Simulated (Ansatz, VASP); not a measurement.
# Ti: VASP beside Ansatz

```xyz
1
Lattice="-1.6278 1.6278 1.6278 1.6278 -1.6278 1.6278 1.6278 1.6278 -1.6278" Properties=species:S:1:pos:R:3 pbc="T T T"
Ti    0.0000    0.0000    0.0000
```

Alike in both runs: functional PBE; k mesh 18 × 18 × 18; occupations gaussian, width 0.1 eV; no spin polarisation.

Ansatz relaxed the structure, and its values are those at the end. VASP's run is a single point on that final structure, the one shown.

```csv
,VASP,Ansatz
version,VASP 6.6.1,Ansatz 0.2.0
potentials or method,"VASP PAW PBE potentials, release 64 (Ti_sv), cutoff 520 eV","scalar-relativistic, plane waves, PAW"
valence electrons in the cell,12,12
```

|  | VASP | Ansatz | Ansatz less VASP |
| --- | --- | --- | --- |
| gap on the k mesh at the Fermi level (eV) | none | none | - |
| pressure (GPa) | -0.2 | 0.0 | +0.24 |

A gap of «none» marks a metal or a gap that the smearing closes. The functional is the same, so the differences come from potentials, cutoffs and numerics.
